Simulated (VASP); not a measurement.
A run of VASP 6.6.1:

File INCAR:

```
PREC = Accurate
ENCUT = 520
EDIFF = 1E-7
ISMEAR = -1
SIGMA = 0.1
LREAL = F
LASPH = T
NELM = 100
ALGO = Normal
ISIF = 2
LWAVE = F
LCHARG = T
GGA = PS
LELF = T
LVHAR = T
NBANDS = 13
```

The input KPOINTS:

```
Automatic mesh
0
Gamma
  13 13 13
```

The input POSCAR:

```
Sn
1.0
    0.0000000000      2.2690547203      2.2690547203
    2.2690547203      0.0000000000      2.2690547203
    2.2690547203      2.2690547203      0.0000000000
Sn
1
Direct
    0.0000000000      0.0000000000      0.0000000000
```

Potentials or basis: VASP PAW PBE potentials, release 64 (Sn_d).

The run is started by

```console
$ cat potpaw_PBE.64/Sn_d/POTCAR > POTCAR
$ mpirun -np 1 vasp_std > vasp.out
```

Hardware: 1 thread of Intel(R) Xeon(R) Platinum 8259CL CPU @ 2.50GHz (Skylake/Cascade Lake), on a shared host.

Task: Estimate the wall time of this run.

Result: It took 10 s on 1 thread of Intel(R) Xeon(R) Platinum 8259CL CPU @ 2.50GHz (Skylake/Cascade Lake) (shared host), peak memory 0.15 GiB. Counts: scf iterations 10, k points 84.
